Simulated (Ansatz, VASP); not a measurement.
# AgI: VASP beside Ansatz

POSCAR

```
AgI
1.0
    4.5217920101      0.0000000000      0.0000000000
   -2.2608960051      3.9159867514      0.0000000000
    0.0000000000      0.0000000000      7.3993997134
Ag I
2 2
Direct
    0.3333333333      0.6666666667      0.0026667967
    0.6666666667      0.3333333333      0.5026667967
    0.3333333333      0.6666666667      0.3772332033
    0.6666666667      0.3333333333      0.8772332033
```

Contents of INCAR.step1:

```
SYSTEM = AgI
PREC = Accurate
ENCUT = 550
ISMEAR = 0
SIGMA = 0.02
LREAL = .FALSE.
LASPH = .TRUE.
NELM = 120
NBANDS = 26
GGA = PE
ALGO = Normal
EDIFF = 1E-5
LWAVE = .TRUE.
LCHARG = .FALSE.
GGA_COMPAT = .FALSE.
```

INCAR.step2

```
SYSTEM = AgI
PREC = Accurate
ENCUT = 550
EDIFF = 1E-6
ISMEAR = 0
SIGMA = 0.02
LREAL = .FALSE.
LASPH = .TRUE.
NELM = 120
ALGO = Normal
ISIF = 2
LWAVE = .FALSE.
LCHARG = .TRUE.
METAGGA = R2SCAN
LMIXTAU = .TRUE.
LELF = .TRUE.
LVHAR = .TRUE.
NBANDS = 26
ISTART = 1
GGA_COMPAT = .FALSE.
```

Contents of KPOINTS:

```
regular mesh
0
G
  6 6 4
  0 0 0
```

Input for Ansatz:

```yaml
crystal:
  lattice:
    - [4.5217920101, 0.0, 0.0]
    - [-2.2608960051, 3.9159867514, 0.0]
    - [0.0, 0.0, 7.3993997134]
  atoms:
    - { symbol: Ag, position: [0.3333333333, 0.6666666667, 0.0026667967] }
    - { symbol: Ag, position: [0.6666666667, 0.3333333333, 0.5026667967] }
    - { symbol: I, position: [0.3333333333, 0.6666666667, 0.3772332033] }
    - { symbol: I, position: [0.6666666667, 0.3333333333, 0.8772332033] }
basis:
  ecutwfc: 500
kpoints:
  mp_grid: { grid: [6, 6, 4] }
  band_path: { path: [VBM, CBM], npoints: 2 }
hamiltonian:
  xc: r2scan
scf:
  occupations: { method: gaussian, width: 0.02 }
output:
  forces: true
  stress: true
  eigenvalues: true
checkpoint:
  read: start.run
  write: ck
  compress: false
  write_wavefunctions: false
  write_every: 100000
```

Alike in both runs: task single point; functional r2SCAN; k mesh 6 × 6 × 4; occupations gaussian, width 0.02 eV; no spin polarisation.

|  | VASP | Ansatz |
| --- | --- | --- |
| version | VASP 6.6.1 | Ansatz 0.2.0 |
| potentials or method | VASP PAW PBE potentials, release 64 (Ag, I), cutoff 550 eV | scalar-relativistic, plane waves, PAW |
| valence electrons in the cell | 36 | 72 |

|  | VASP | Ansatz | Ansatz less VASP |
| --- | --- | --- | --- |
| gap on the k mesh at the Fermi level (eV) | 1.84 | 1.87 | +0.031 |
| least direct gap on the mesh (eV) | 1.84 | 1.87 | +0.031 |
| pressure (GPa) | 2.8 | 3.0 | +0.14 |
| rms of the force components (eV/Å) | 0.004 | 0.004 | +0.0004 |

VASP's potentials were made for PBE, not for r2SCAN. Atom by atom the forces differ by 0.000 eV/Å (rms over components). With one functional, cell and mesh, what is left measures potentials, basis and numerics. VASP's potentials hold 36 valence electrons a cell and Ansatz's 72, so a difference there can come from the potentials and not from the codes.

Neither program's run includes spin-orbit coupling.
